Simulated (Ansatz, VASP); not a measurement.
# Zr2HS4: VASP beside Ansatz

File INCAR:

```
PREC = Accurate
ENCUT = 400
EDIFF = 1E-6
ISMEAR = 0
SIGMA = 0.05
LREAL = False
LASPH = True
NELM = 120
ALGO = Normal
ISIF = 2
LWAVE = False
LCHARG = False
LDIPOL = True
IDIPOL = 3
DIPOL = 0.5 0.5 0.276
GGA = PE
IVDW = 12
NBANDS = 62
GGA_COMPAT = False
NELMDL = -8
```

File KPOINTS:

```
Automatic mesh
0
Gamma
  6 6 1
```

The input POSCAR:

```
Zr2HS4
1.0
    7.2976778227      0.0000000000      0.0000000000
   -3.6488389114      6.3199743831      0.0000000000
    0.0000000000      0.0000000000     20.9171506047
S Zr H
8 4 2
Direct
    0.3333333333      0.1666666667      0.1912306354
    0.3333333333      0.6666666667      0.1912306354
    0.8333333333      0.1666666667      0.1912306354
    0.8333333333      0.6666666667      0.1912306354
    0.1666666667      0.3333333333      0.3306927762
    0.1666666667      0.8333333333      0.3306927762
    0.6666666667      0.3333333333      0.3306927762
    0.6666666667      0.8333333333      0.3306927762
    0.0000000000      0.0000000000      0.2609617058
    0.0000000000      0.5000000000      0.2609617058
    0.5000000000      0.0000000000      0.2609617058
    0.5000000000      0.5000000000      0.2609617058
    0.3282564982      0.6565129964      0.3675046736
    0.5050768351      1.0101536703      0.3675046736
```

Input for Ansatz:

```yaml
crystal:
  lattice:
    - [7.2976778227, 0.0, 0.0]
    - [-3.6488389114, 6.3199743831, 0.0]
    - [0.0, 0.0, 20.9171506047]
  atoms:
    - { symbol: S, position: [0.3333333333, 0.1666666667, 0.1912306354] }
    - { symbol: S, position: [0.3333333333, 0.6666666667, 0.1912306354] }
    - { symbol: S, position: [0.8333333333, 0.1666666667, 0.1912306354] }
    - { symbol: S, position: [0.8333333333, 0.6666666667, 0.1912306354] }
    - { symbol: Zr, position: [0.0, 0.0, 0.2609617058] }
    - { symbol: Zr, position: [0.0, 0.5, 0.2609617058] }
    - { symbol: Zr, position: [0.5, 0.0, 0.2609617058] }
    - { symbol: Zr, position: [0.5, 0.5, 0.2609617058] }
    - { symbol: S, position: [0.1666666667, 0.3333333333, 0.3306927762] }
    - { symbol: S, position: [0.1666666667, 0.8333333333, 0.3306927762] }
    - { symbol: S, position: [0.6666666667, 0.3333333333, 0.3306927762] }
    - { symbol: S, position: [0.6666666667, 0.8333333333, 0.3306927762] }
    - { symbol: H, position: [0.3282564982, 0.6565129964, 0.3675046736] }
    - { symbol: H, position: [0.5050768351, 1.0101536703, 0.3675046736] }
basis:
  ecutwfc: 420
kpoints:
  mp_grid: { grid: [6, 6, 1] }
hamiltonian:
  xc: pbe
  pseudopotentials: { kind: paw, azcp: { folder: soft_1 } }
  dispersion: d3bj
scf:
  occupations: { method: gaussian, width: 0.05 }
output:
  forces: true
  eigenvalues: true
efield:
  axis: 3
  dipole_correction: true
  ramp_width: 0.04
```

Alike in both runs: task single point; functional PBE; dispersion D3(BJ); k mesh 6 × 6 × 1; occupations gaussian, width 0.05 eV; no spin polarisation.

|  | VASP | Ansatz |
| --- | --- | --- |
| version | VASP 6.6.1 | Ansatz 0.2.0 |
| potentials or method | VASP PAW PBE potentials, release 64 (S, Zr_sv, H), cutoff 400 eV | scalar-relativistic, plane waves, PAW |
| valence electrons in the cell | 98 | 98 |

Ansatz gave:

| Item | Value |
| --- | --- |
| gap on the k mesh at the Fermi level (eV) | 0.02 |
| least direct gap on the mesh (eV) | 0.06 |
| rms of the force components (eV/Å) | 0.445 |

Q: Which values does VASP return?

A: gap on the k mesh at the Fermi level (eV): 0.02; least direct gap on the mesh (eV): 0.06; rms of the force components (eV/Å): 0.446.
